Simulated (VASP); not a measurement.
Runs of VASP 6.6.1 on AlCu3. The structure is that of space group R-3m (No. 166), or close to it. The cells are those of the table. 

```csv
cell,further INCAR settings,gap on the mesh (eV),pressure (GPa),largest force (eV/Å)
"a = 3.770 Å, angles 68.1°, 4 atoms",ALGO = Fast; EDIFF = 1e-07; NBANDS = 26,none,(b),0.15
"a = 3.776 Å, angles 65.4°, 4 atoms",ALGO = Fast; EDIFF = 1e-06; NBANDS = 26,none,22.0,0.10
"a = 4.060 Å, angles 57.3°, 4 atoms",ALGO = Fast; EDIFF = 1e-06; NBANDS = 26,none,9.1,-
"a = 4.222 Å, angles 57.3°, 4 atoms",ALGO = Fast; EDIFF = 1e-07; NBANDS = 26,none,(a),0.01
"a = 3.984 Å, angles 65.4°, 4 atoms",ALGO = Fast; EDIFF = 1e-06; NBANDS = 26,none,-6.9,0.01
"a = 4.254 Å, angles 52.2°, 4 atoms",ALGO = Fast; EDIFF = 1e-06; NBANDS = 26,none,14.2,0.03
"a = 3.787 Å, angles 62.7°, 4 atoms",ALGO = Fast; EDIFF = 1e-06; NBANDS = 26,none,30.7,0.05
"a = 4.132 Å, angles 52.2°, 4 atoms",ALGO = Fast; EDIFF = 1e-06; NBANDS = 26,none,36.8,0.03
```

Alike in all rows: task single point; level LDA; potentials or basis VASP PAW LDA potentials, release 64 (Al, Cu); no spin polarisation; k mesh 14 × 14 × 14; cutoff (eV) 520; smearing gaussian 0.15 eV.

Task: Estimate the missing entries.

Result: (a) -9.2; (b) 17.5.

Caveats: the cell stands under pressure (at least some runs); the cell stands under tension (at least some runs).

A gap of «none» marks levels without a gap at the run's occupations.
